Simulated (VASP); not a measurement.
## Se: single point with RPBE

The system is Se.

```
Se
1.0
    -1.71182    1.71182    1.71182
     1.71182   -1.71182    1.71182
     1.71182    1.71182   -1.71182
Se
1
Direct
  0.00000 0.00000 0.00000
```

This cell differs from its parent crystal: volume scaled by 0.96.

```
Program             : VASP 6.6.1
Task                : single point
Functional          : RPBE
Potentials or basis : VASP PAW PBE potentials, release 64 (Se)
Cutoff              : 520 eV
k mesh              : 14 × 14 × 14
Occupations         : fermi-dirac, width 0.1 eV
Spin                : no spin polarisation
```

* Pressure: 3.2 GPa
* Band gap on the k mesh: zero (band 3 reaches 8.79 eV, above the bottom of band 4 at 2.49 eV)

Levels at points of the mesh, in eV from the Fermi level:
| k point | band 1 | band 2 | band 3 | band 4 | band 5 | band 6 |
| --- | --- | --- | --- | --- | --- | --- |
| (0.00, 0.00, 0.00) | -16.17 | 3.08 | 3.08 | 3.08 | 11.44 | 12.44 |
| (0.50, 0.00, 0.00) | -12.67 | -6.68 | 0.08 | 2.22 | 6.99 | 8.36 |
| (0.50, 0.50, 0.50) | -10.25 | -3.23 | -3.23 | -3.23 | 4.10 | 4.10 |

Wall time 5.4 s on 1 thread of Intel(R) Xeon(R) 6975P-C (Granite Rapids), on a shared host, peak memory 0.14 GiB.

Caveat: the PAW data sets were made with another functional, which shifts forces and pressure a little.
